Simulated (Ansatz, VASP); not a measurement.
# Two plane-wave programs on W

The input POSCAR:

```
W
1.0
   -1.6723714219      1.6723714219      1.4215157086
    1.6723714219     -1.6723714219      1.4215157086
    1.6723714219      1.6723714219     -1.4215157086
W
1
Direct
    0.0000000000      0.0000000000      0.0000000000
```

The input INCAR.step1:

```
PREC = Accurate
ENCUT = 520
ISMEAR = 0
SIGMA = 0.15
LREAL = False
LASPH = True
NELM = 100
NBANDS = 13
GGA = PE
ALGO = Normal
EDIFF = 1E-4
LWAVE = True
LCHARG = False
LUSENCCL = False
```

INCAR.step2

```
PREC = Accurate
ENCUT = 520
EDIFF = 1E-7
ISMEAR = 0
SIGMA = 0.15
LREAL = False
LASPH = True
NELM = 100
ALGO = Normal
ISIF = 2
LWAVE = False
LCHARG = False
METAGGA = R2SCAN
LMIXTAU = True
NBANDS = 13
ISTART = 1
LUSENCCL = False
```

The input KPOINTS:

```
Automatic mesh
0
Gamma
  30 30 30
```

Input for Ansatz:

```yaml
crystal:
  lattice:
    - [-1.6723714219, 1.6723714219, 1.4215157086]
    - [1.6723714219, -1.6723714219, 1.4215157086]
    - [1.6723714219, 1.6723714219, -1.4215157086]
  atoms:
    - { symbol: W, position: [0.0, 0.0, 0.0] }
basis:
  ecutwfc: 500
kpoints:
  mp_grid: { grid: [30, 30, 30] }
hamiltonian:
  xc: r2scan
scf:
  occupations: { method: gaussian, width: 0.15 }
output:
  forces: true
  stress: true
  eigenvalues: true
```

Alike in both runs: task single point; functional r2SCAN; k mesh 30 × 30 × 30; occupations gaussian, width 0.15 eV; no spin polarisation.

```csv
,VASP,Ansatz
version,VASP 6.6.1,Ansatz 0.2.0
potentials or method,"VASP PAW PBE potentials, release 64 (W_sv), cutoff 520 eV","scalar-relativistic, plane waves, PAW"
valence electrons in the cell,14,14
```

```tsv
	VASP	Ansatz	Ansatz less VASP
gap on the k mesh at the Fermi level (eV)	none	none	-
pressure (GPa)	5.7	4.4	-1.25
traceless stress, the component that is largest in VASP (GPa)	31.03	31.03	+0.008
```

VASP's potentials were made for PBE, not for r2SCAN. A gap of «none» marks a metal or a gap that the smearing closes.

Spin-orbit coupling is off throughout.
